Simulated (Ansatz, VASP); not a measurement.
## Two plane-wave programs on Sn

The input INCAR:

```
SYSTEM = Sn
  PREC = Accurate
  ENCUT = 520
  EDIFF = 1E-6
  ISMEAR = 0
  SIGMA = 0.1
  LREAL = .False.
  LASPH = .True.
  NELM = 100
  ALGO = Normal
  ISIF = 2
  LWAVE = .False.
  LCHARG = .False.
  GGA = PS
  NBANDS = 36
```

File KPOINTS:

```
regular mesh
0
Gamma
  6 6 2
  0 0 0
```

The input POSCAR:

```
Sn
1.0
    3.4688966421     -2.2926753134      0.0000000000
    3.4688966421      2.2926753134      0.0000000000
    0.0000000000      0.0000000000      9.3523939792
Sn
4
Direct
    0.8500000000      0.1500000000      0.1170000000
    0.6500000000      0.3500000000      0.6170000000
    0.1500000000      0.8500000000      0.8830000000
    0.3500000000      0.6500000000      0.3830000000
```

Input for Ansatz:

```yaml
crystal:
  lattice:
    - [3.4688966421, -2.2926753134, 0.0]
    - [3.4688966421, 2.2926753134, 0.0]
    - [0.0, 0.0, 9.3523939792]
  atoms:
    - { symbol: Sn, position: [0.85, 0.15, 0.117] }
    - { symbol: Sn, position: [0.65, 0.35, 0.617] }
    - { symbol: Sn, position: [0.15, 0.85, 0.883] }
    - { symbol: Sn, position: [0.35, 0.65, 0.383] }
basis:
  ecutwfc: 420
kpoints:
  mp_grid: { grid: [6, 6, 2] }
hamiltonian:
  xc: pbesol
scf:
  occupations: { method: gaussian, width: 0.1 }
  lower_state_search: "off"
output:
  forces: true
  stress: true
  eigenvalues: true
```

Alike in both runs: task single point; functional PBEsol; k mesh 6 × 6 × 2; occupations gaussian, width 0.1 eV; no spin polarisation.

```csv
,VASP,Ansatz
version,VASP 6.6.1,Ansatz 0.2.0
potentials or method,"VASP PAW PBE potentials, release 64 (Sn_d), cutoff 520 eV","scalar-relativistic, plane waves, PAW"
valence electrons in the cell,56,56
```

```tsv
	VASP	Ansatz	Ansatz less VASP
gap on the k mesh at the Fermi level (eV)	none	none	-
pressure (GPa)	-2.5	-2.4	+0.08
traceless stress, the component that is largest in VASP (GPa)	4.42	4.42	+0.002
rms of the force components (eV/Å)	1.566	1.566	+0.0003
```

VASP's potentials were made for PBE, not for PBEsol. Atom by atom the forces differ by 0.000 eV/Å (rms over components). A gap of «none» marks a metal or a gap that the smearing closes. With one functional, cell and mesh, what is left measures potentials, basis and numerics.
